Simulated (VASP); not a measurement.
Here is a VASP 6.6.1 calculation.

Contents of INCAR:

```
ALGO     = Normal         # electronic algorithm
EDIFF    = 1E-6           # SCF threshold, eV
ENCUT    = 520            # plane-wave cutoff, eV
GGA      = PE             # functional
ISIF     = 2              # what is computed and relaxed
ISMEAR   = 0              # smearing method
LASPH    = T              # aspherical terms in the spheres
LCHARG   = F              # write CHGCAR
LREAL    = F              # projectors in reciprocal space
LWAVE    = F              # write WAVECAR
NBANDS   = 11             # bands
NELM     = 60             # most SCF steps
PREC     = Accurate       # precision mode
SIGMA    = 0.1            # smearing width, eV
```

File KPOINTS:

```
k-points
0
Gamma
  12 12 12
```

The input POSCAR:

```
Ca
1.0
    3.5881179323      0.0000000000      0.0000000000
    0.0000000000      3.5881179323      0.0000000000
    0.0000000000      0.0000000000      3.5881179323
Ca
1
Direct
    0.0000000000      0.0000000000      0.0000000000
```

Potentials or basis: VASP PAW PBE potentials, release 64 (Ca_sv).

Launch:

```sh
$ cat potpaw_PBE.64/Ca_sv/POTCAR > POTCAR
$ mpirun -np 1 vasp_std > vasp.out
```

Q: Predict the pressure.

A: -0.6 GPa.

Q: Estimate the band gap on the k mesh.

A: Zero (bands 5 and 6 overlap by 1.23 eV).

Caveat: the cell differs from its parent crystal (strained).
